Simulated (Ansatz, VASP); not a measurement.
# Two plane-wave programs on Se

```
Se
1.0
     2.95009    0.00000    0.00000
    -1.47505    2.55486    0.00000
     0.00000    0.00000    2.72191
Se
1
Direct
  0.00000 0.00000 0.00000
```

Alike in both runs: functional PBEsol; k mesh 6 × 6 × 6; occupations gaussian, width 0.1 eV; no spin polarisation.

Ansatz relaxed the structure, and its values are those at the end. VASP's run is a single point on that final structure, the one shown.

|  | VASP | Ansatz |
| --- | --- | --- |
| version | VASP 6.6.1 | Ansatz 0.2.0 |
| potentials or method | VASP PAW PBE potentials, release 64 (Se), cutoff 520 eV | scalar-relativistic, plane waves, PAW |
| valence electrons in the cell | 6 | 16 |

|  | VASP | Ansatz | Ansatz less VASP |
| --- | --- | --- | --- |
| gap on the k mesh at the Fermi level (eV) | none | none | - |
| pressure (GPa) | 0.0 | -0.1 | -0.10 |

VASP's potentials were made for PBE, not for PBEsol. A gap of «none» marks a metal or a gap that the smearing closes. VASP's potentials hold 6 valence electrons a cell and Ansatz's 16, so a difference there can come from the potentials and not from the codes.

The k mesh is coarse, so the values compare programs but aren't converged.
